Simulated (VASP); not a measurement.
# Ag (Fm-3m) in VASP: further runs

Runs on Ag. Level: PBEsol+D3(BJ). Tasks: single point.

Everything below comes from runs of VASP 6.6.1. Logs are shortened: lines on timing, memory, paths and dates and some standing lists are left out, and cuts for length are marked.

## Step 1: The cell of the first run

Symmetry: Fm-3m, No. 225, cubic system. Conventional cell: a = 4.060 Å, b = 4.060 Å, c = 4.060 Å, α = 90.00°, β = 90.00°, γ = 90.00°. Within 3.8 Å of Ag (site symmetry m-3m) lie 12 Ag at 2.87 Å.

## Step 2: Single point, PBEsol+D3(BJ)

INCAR

```
SYSTEM = Ag
PREC     = Accurate       ! precision mode
ENCUT    = 500            ! plane-wave cutoff, eV
EDIFF    = 1E-6           ! SCF threshold, eV
ISMEAR   = 0              ! smearing method
SIGMA    = 0.1            ! smearing width, eV
LREAL    = .False.        ! projectors in reciprocal space
LASPH    = .True.         ! aspherical terms in the spheres
NELM     = 120            ! most SCF steps
ALGO     = Normal         ! electronic algorithm
ISIF     = 2              ! what is computed and relaxed
LWAVE    = .False.        ! write WAVECAR
LCHARG   = .True.         ! write CHGCAR
GGA      = PS             ! functional
IVDW     = 12             ! dispersion correction
LELF     = .True.         ! ELF
LVHAR    = .True.       
NBANDS   = 12             ! bands
GGA_COMPAT= .False.
```

KPOINTS

```
regular mesh
0
Gamma
  8 8 8
  0 0 0
```

POSCAR

```
Ag
1.0
    0.0000000000      2.0300000000      2.0300000000
    2.0300000000      0.0000000000      2.0300000000
    2.0300000000      2.0300000000      0.0000000000
Ag
1
Direct
    0.0000000000      0.0000000000      0.0000000000
```

Potentials or basis: VASP PAW PBE potentials, release 64 (Ag).

Launch:

```sh
cat potpaw_PBE.64/Ag/POTCAR > POTCAR
mpirun -np 1 vasp_std > vasp.out
```

OUTCAR:

```text
SYSTEM = Ag
   PREC = Accurate
   ENCUT = 500
   EDIFF = 1E-6
   ISMEAR = 0
   LREAL = .False.
   LASPH = .True.
   NELM = 120
   ISIF = 2
   GGA = PS
   IVDW = 12
 IVDW          = 12

 ion  position               nearest neighbor table
   1  0.000  0.000  0.000-

  LATTYP: Found a face centered cubic cell.
 ALAT       =     4.0600000000

  Lattice vectors:

 A1 = (   0.0000000000,   2.0300000000,   2.0300000000)
 A2 = (   2.0300000000,   0.0000000000,   2.0300000000)
 A3 = (   2.0300000000,   2.0300000000,   0.0000000000)

Analysis of symmetry for initial positions (statically):
=====================================================================
 Subroutine PRICEL returns:
 Original cell was already a primitive cell.

 Routine SETGRP: Setting up the symmetry group for a
 face centered cubic supercell.

 Subroutine GETGRP returns: Found 48 space group operations
 (whereof 48 operations were pure point group operations)
 out of a pool of 48 trial point group operations.

The static configuration has the point symmetry O_h .

Analysis of symmetry for dynamics (positions and initial velocities):
=====================================================================
 Subroutine PRICEL returns:
 Original cell was already a primitive cell.

 Routine SETGRP: Setting up the symmetry group for a
 face centered cubic supercell.

 Subroutine GETGRP returns: Found 48 space group operations
 (whereof 48 operations were pure point group operations)
 out of a pool of 48 trial point group operations.

The dynamic configuration has the point symmetry O_h .

 Subroutine INISYM returns: Found 48 space group operations
 (whereof 48 operations are pure point group operations),
 and found     1 'primitive' translations

----------------------------------------------------------------------------------------

                                     Primitive cell

  volume of cell :      16.7309

  direct lattice vectors                    reciprocal lattice vectors
     0.000000000  2.030000000  2.030000000    -0.246305419  0.246305419  0.246305419
     2.030000000  0.000000000  2.030000000     0.246305419 -0.246305419  0.246305419
     2.030000000  2.030000000  0.000000000     0.246305419  0.246305419 -0.246305419

  length of vectors
     2.870853532  2.870853532  2.870853532     0.426613499  0.426613499  0.426613499

  position of ions in fractional coordinates (direct lattice)
     0.000000000  0.000000000  0.000000000

  ion indices of the primitive-cell ions
   primitive index   ion index
                 1           1

----------------------------------------------------------------------------------------

 KPOINTS: regular mesh

Automatic generation of k-mesh.
 Grid dimensions read from file:
 generate k-points for:    8    8    8

 Generating k-lattice:

  Cartesian coordinates                     Fractional coordinates (reciprocal lattice)
    -0.030788177  0.030788177  0.030788177     0.125000000  0.000000000  0.000000000
     0.030788177 -0.030788177  0.030788177     0.000000000  0.125000000  0.000000000
     0.030788177  0.030788177 -0.030788177     0.000000000  0.000000000  0.125000000

  Length of vectors
     0.053326687  0.053326687  0.053326687

  Shift w.r.t. Gamma in fractional coordinates (k-lattice)
     0.000000000  0.000000000  0.000000000

 Subroutine IBZKPT returns following result:
 ===========================================

 Found     29 irreducible k-points:

 Following reciprocal coordinates:
            Coordinates               Weight
  0.000000  0.000000  0.000000      1.000000
  0.125000  0.000000  0.000000      8.000000
  0.250000  0.000000  0.000000      8.000000
  0.375000  0.000000  0.000000      8.000000
  0.500000  0.000000  0.000000      4.000000
  0.125000  0.125000  0.000000      6.000000
[... 16 lines left out ...]
  0.500000  0.250000  0.125000     48.000000
 -0.375000  0.250000  0.125000     24.000000
 [... further k-points ...]
   k-points           NKPTS =     29   k-points in BZ     NKDIM =     29   number of bands    NBANDS=     12
   number of dos      NEDOS =    301   number of ions     NIONS =      1
   total plane-waves  NPLWV =  13824
   dimension x,y,z NGX =    24 NGY =   24 NGZ =   24
   dimension x,y,z NGXF=    48 NGYF=   48 NGZF=   48
   ions per type =               1
   NGX,Y,Z   is equivalent  to a cutoff of  13.90, 13.90, 13.90 a.u.
   NGXF,Y,Z  is equivalent  to a cutoff of  27.80, 27.80, 27.80 a.u.
 SYSTEM =  Ag
   PREC   = accura    normal or accurate (medium, high low for compatibility)
   ISTART =      0    job   : 0-new  1-cont  2-samecut
   ICHARG =      2    charge: 1-file 2-atom 10-const
   ISPIN  =      1    spin polarized calculation?
   LNONCOLLINEAR =      F non collinear calculations
   LSORBIT =      F    spin-orbit coupling
   LASPH  =      T    aspherical Exc in radial PAW
   ENCUT  =  500.0 eV  36.75 Ry    6.06 a.u.   5.23  5.23  5.23*2*pi/ulx,y,z
   NELM   =    120;   NELMIN=  2; NELMDL= -5     # of ELM steps
   EDIFF  = 0.1E-05   stopping-criterion for ELM
   LREAL  =      F    real-space projection
   EDIFFG = 0.1E-04   stopping-criterion for IOM
   NSW    =      0    number of steps for IOM
   IBRION =     -1    ionic relax: 0-MD 1-quasi-New 2-CG
   NFREE  =      0    steps in history (QN), initial steepest desc. (CG)
   ISIF   =      2    stress and relaxation
   ISYM   =      2    0-nonsym 1-usesym 2-fastsym
   POTIM  = 0.5000    time-step for ionic-motion
   TEBEG  =    0.0;   TEEND  =   0.0 temperature during run
   PSTRESS=    0.0 pullay stress
   NELECT =      11.0000    total number of electrons
   NUPDOWN=      -1.0000    fix difference up-down
   EMIN   =  10.00;   EMAX   =-10.00  energy-range for DOS
   EFERMI =   0.00;   METHOD = LEGACY
   ISMEAR =     0;   SIGMA  =   0.10  broadening in eV -4-tet -1-fermi 0-gaus
   EFERMI_NEDOS =   21; number of points for ismear=-14 and -15
   IALGO  =     38    algorithm
   IMIX   =      4    mixing-type and parameters
     AMIX     =   0.40;   BMIX     =  1.00
     AMIX_MAG =   1.60;   BMIX_MAG =  1.00
  volume/ion in A,a.u.               =      16.73       112.91
  Fermi-wavevector in a.u.,A,eV,Ry     =   1.423529  2.690080 27.571324  2.026435
  Thomas-Fermi vector in A             =   2.544117
   LORBIT       =      0    0 simple, 1 ext, 2 COOP (PROOUT), +10 PAW based schemes
   GGA     = PS    functional components
   LHFCALC =     F    Hartree Fock is set to
   AEXX    =    0.0000 exact exchange contribution
   IVDW    =    12    specifies the selected vdW correction
   LEPSILON=     F    determine dielectric tensor
   LRPA    =     F    only Hartree local field effects (RPA)
 non-spin polarized calculation
 Gauss-broadening in eV      SIGMA  =   0.10
  energy-cutoff  :      500.00
  volume of cell :       16.73
 maximum number of plane-waves:       444
 NGX is ok and might be reduce to    24
   NGX = 11   NGY = 11   NGZ = 11

 number of electron      11.0000000 magnetization

 Free energy of the ion-electron system (eV)
  ---------------------------------------------------
  ext. energy  EPLUGINS =         0.00000000
  ---------------------------------------------------
  free energy    TOTEN  =        -3.27833830 eV

  energy without entropy =       -3.27530467  energy(sigma->0) =       -3.27682148

 E-fermi :   8.3034     XC(G=0): -12.5241

 val. band max:        8.2288082532   @ k =   0.5000   0.2500   0.1250
 cond. band min:       8.7069398967   @ k =   0.5000   0.3750   0.1250
 fundamental gap:      0.4781316435
 Fermi energy:         8.3033713788

 k-point     1 :       0.0000    0.0000    0.0000
  band No.  band energies     occupation
      1       0.5260      2.00000
      2       3.6651      2.00000
      3       3.6651      2.00000
      4       3.6651      2.00000
      5       4.7484      2.00000
      6       4.7484      2.00000
      7      24.5219      0.00000
      8      28.2075      0.00000
      9      28.2075      0.00000
     10      28.2075      0.00000
     11      33.0737      0.00000
     12      34.3285      0.00000

 k-point     2 :       0.1250    0.0000    0.0000
  band No.  band energies     occupation
      1       1.0051      2.00000
      2       3.5702      2.00000
      3       3.7877      2.00000
      4       3.7877      2.00000
      5       4.7118      2.00000
      6       4.7118      2.00000
      7      24.1248      0.00000
      8      25.7017      0.00000
      9      28.4059      0.00000
     10      28.4059      0.00000
     11      32.1498      0.00000
     12      33.6031      0.00000

 k-point     3 :       0.2500    0.0000    0.0000
  band No.  band energies     occupation
      1       1.9541      2.00000
      2       3.8660      2.00000
      3       3.8739      2.00000
      4       3.8739      2.00000
      5       4.8748      2.00000
      6       4.8748      2.00000
      7      19.7481      0.00000
      8      25.1432      0.00000
      9      28.3447      0.00000
     10      28.3447      0.00000
     11      31.5567      0.00000
     12      31.9683      0.00000
[... 286 lines left out ...]
 k-point    23 :       0.5000    0.2500    0.1250
  band No.  band energies     occupation
      1       2.7360      2.00000
      2       3.3392      2.00000
      3       3.6760      2.00000
      4       4.4709      2.00000
      5       5.2707      2.00000
      6       8.2288      1.70834
      7      15.9387      0.00000
      8      20.3812      0.00000
      9      22.7140      0.00000
     10      27.7228      0.00000
     11      31.2442      0.00000
     12      34.7903      0.00000

 k-point    24 :      -0.3750    0.2500    0.1250
  band No.  band energies     occupation
      1       2.6788      2.00000
      2       3.1899      2.00000
      3       4.0947      2.00000
      4       4.2906      2.00000
      5       5.4950      2.00000
      6      10.7760      0.00000
      7      12.5154      0.00000
      8      21.0331      0.00000
      9      21.1748      0.00000
     10      27.0986      0.00000
     11      31.9522      0.00000
     12      35.9943      0.00000

 [... further k-points ...]

------------------------ aborting loop because EDIFF is reached ----------------------------------------

 Edisp (eV)   -0.55592

 E8    (eV) :    -0.3688

  FORCE on cell =-STRESS in cart. coord.  units (eV):
  Direction    XX          YY          ZZ          XY          YZ          ZX
  --------------------------------------------------------------------------------------
  -------------------------------------------------------------------------------------
  Total      -0.57576    -0.57576    -0.57576    -0.00000     0.00000    -0.00000
  in kB     -55.13605   -55.13605   -55.13605    -0.00000     0.00000    -0.00000
  external pressure =      -55.14 kB  Pullay stress =        0.00 kB

 VOLUME and BASIS-vectors are now :
 -----------------------------------------------------------------------------
  energy-cutoff  :      500.00
  volume of cell :       16.73
      direct lattice vectors                 reciprocal lattice vectors
     0.000000000  2.030000000  2.030000000    -0.246305419  0.246305419  0.246305419
     2.030000000  0.000000000  2.030000000     0.246305419 -0.246305419  0.246305419
     2.030000000  2.030000000  0.000000000     0.246305419  0.246305419 -0.246305419

 POSITION                                       TOTAL-FORCE (eV/Angst)
 -----------------------------------------------------------------------------------
      0.00000      0.00000      0.00000         0.000000     -0.000000      0.000000
 -----------------------------------------------------------------------------------
    total drift:                                0.000000      0.000000      0.000000

  FREE ENERGIE OF THE ION-ELECTRON SYSTEM (eV)
  ---------------------------------------------------
  free  energy   TOTEN  =        -3.8342546876 eV

  energy  without entropy=       -3.8312210567  energy(sigma->0) =       -3.83273787
```

Run time: 12 s. Hardware: 1 thread of Intel Xeon 8259CL, shared host; peak memory 0.15 GiB.

What came out:

| Item | Value |
| --- | --- |
| Free energy | -3.8343 eV |
| Pressure | -5.5 GPa |
| Dispersion energy per atom | -0.556 eV |

Levels at points of the mesh, in eV from the Fermi level:
```tsv
k point	band 3	band 4	band 5	band 6	band 7	band 8	band 9	band 10
(0.00, 0.00, 0.00)	-4.64	-4.64	-3.55	-3.55	16.22	19.90	19.90	19.90
(0.50, 0.00, 0.00)	-4.66	-2.73	-2.73	-0.32	3.89	15.45	18.20	18.20
(0.50, 0.50, 0.00)	-2.76	-2.51	-2.51	1.72	7.06	10.89	10.89	17.59
```

Caveat: the PAW data sets were made with another functional, which shifts forces and pressure a little; pairwise dispersion overbinds metals, which lowers pressure and volume.

## Step 3: Single point, PBEsol+D3(BJ)

This run uses another cell than the first one, of 15.95 Å³/atom, 0.953 times its volume.

INCAR

```
SYSTEM = Ag
PREC = Accurate ; ENCUT = 500
EDIFF = 1E-6 ; ISMEAR = 0
SIGMA = 0.1 ; LREAL = .False.
LASPH = .True. ; NELM = 120
ALGO = Normal ; ISIF = 2
LWAVE = .False. ; LCHARG = .False.
GGA = PS ; IVDW = 12
NBANDS = 12 ; GGA_COMPAT = .False.
```

KPOINTS

```
Automatic mesh
0
Gamma
  18 18 18
  0 0 0
```

POSCAR

```
Ag
1.0
    0.0000000000      1.9978847523      1.9978847523
    1.9978847523      0.0000000000      1.9978847523
    1.9978847523      1.9978847523      0.0000000000
Ag
1
Direct
    0.0000000000      0.0000000000      0.0000000000
```

Potentials or basis: VASP PAW PBE potentials, release 64 (Ag).

Launch:

```sh
cat potpaw_PBE.64/Ag/POTCAR > POTCAR
mpirun -np 1 vasp_std > vasp.out
```

OUTCAR:

```text
SYSTEM = Ag
   PREC = Accurate
   ENCUT = 500
   EDIFF = 1E-6
   ISMEAR = 0
   LREAL = .False.
   LASPH = .True.
   NELM = 120
   ISIF = 2
   GGA = PS
   IVDW = 12
 IVDW          = 12

 ion  position               nearest neighbor table
   1  0.000  0.000  0.000-

  LATTYP: Found a face centered cubic cell.
 ALAT       =     3.9957695046

  Lattice vectors:

 A1 = (   0.0000000000,   1.9978847523,   1.9978847523)
 A2 = (   1.9978847523,   0.0000000000,   1.9978847523)
 A3 = (   1.9978847523,   1.9978847523,   0.0000000000)

Analysis of symmetry for initial positions (statically):
[... 540 lines left out ...]

------------------------ aborting loop because EDIFF is reached ----------------------------------------

 Edisp (eV)   -0.58379

 E8    (eV) :    -0.3873

  FORCE on cell =-STRESS in cart. coord.  units (eV):
  Direction    XX          YY          ZZ          XY          YZ          ZX
  --------------------------------------------------------------------------------------
  -------------------------------------------------------------------------------------
  Total      -0.03032    -0.03032    -0.03032    -0.00000    -0.00000     0.00000
  in kB      -3.04562    -3.04562    -3.04562    -0.00000    -0.00000     0.00000
  external pressure =       -3.05 kB  Pullay stress =        0.00 kB

 VOLUME and BASIS-vectors are now :
 -----------------------------------------------------------------------------
  energy-cutoff  :      500.00
  volume of cell :       15.95
      direct lattice vectors                 reciprocal lattice vectors
     0.000000000  1.997884752  1.997884752    -0.250264686  0.250264686  0.250264686
     1.997884752  0.000000000  1.997884752     0.250264686 -0.250264686  0.250264686
     1.997884752  1.997884752  0.000000000     0.250264686  0.250264686 -0.250264686

 POSITION                                       TOTAL-FORCE (eV/Angst)
 -----------------------------------------------------------------------------------
      0.00000      0.00000      0.00000         0.000000      0.000000      0.000000
 -----------------------------------------------------------------------------------
    total drift:                               -0.000000      0.000000      0.000000

  FREE ENERGIE OF THE ION-ELECTRON SYSTEM (eV)
  ---------------------------------------------------
  free  energy   TOTEN  =        -3.8839800435 eV

  energy  without entropy=       -3.8830180755  energy(sigma->0) =       -3.88349906
```

OSZICAR:

```text
N       E                     dE             d eps       ncg     rms          rms(c)
DAV:   1     0.515600984521E+02    0.51560E+02   -0.53970E+03  4728   0.811E+02
DAV:   2    -0.284168972405E+01   -0.54402E+02   -0.51330E+02  5460   0.195E+02
DAV:   3    -0.366810835486E+01   -0.82642E+00   -0.82599E+00  5484   0.253E+01
DAV:   4    -0.367050660512E+01   -0.23983E-02   -0.23982E-02  5420   0.143E+00
DAV:   5    -0.367052365823E+01   -0.17053E-04   -0.17054E-04  5532   0.108E-01    0.662E+00
DAV:   6    -0.331816241833E+01    0.35236E+00   -0.13431E+00  5120   0.104E+01    0.388E+00
DAV:   7    -0.330491209321E+01    0.13250E-01   -0.15986E-02  5396   0.116E+00    0.214E+00
DAV:   8    -0.330018379058E+01    0.47283E-02   -0.83852E-04  5376   0.203E-01    0.121E-01
DAV:   9    -0.330019146479E+01   -0.76742E-05   -0.11986E-05  5388   0.266E-02    0.220E-02
DAV:  10    -0.330019302317E+01   -0.15584E-05   -0.26763E-06  5456   0.123E-02    0.555E-03
DAV:  11    -0.330019274143E+01    0.28174E-06   -0.10449E-07  2928   0.274E-03
   1 F= -.38839800E+01 E0= -.38834991E+01  d E =-.961968E-03
```

Wall time 42 s (1 thread of Intel Xeon 8259CL, shared host); peak memory 0.17 GiB.

What came out:

- Free energy: -3.8840 eV
- Pressure: -0.3 GPa
- Dispersion energy per atom: -0.584 eV

Levels at points of the mesh, in eV from the Fermi level:
```tsv
k point	band 4	band 5	band 6	band 7	band 8	band 9
(0.00, 0.00, 0.00)	-4.99	-3.81	-3.81	16.15	20.11	20.11
(0.50, 0.00, 0.00)	-2.92	-2.92	-0.62	4.00	15.39	18.53
(0.50, 0.50, 0.00)	-2.68	-2.68	1.51	7.29	10.97	10.97
```

Caveat: the PAW data sets were made with another functional, which shifts forces and pressure a little; pairwise dispersion overbinds metals, which lowers pressure and volume.
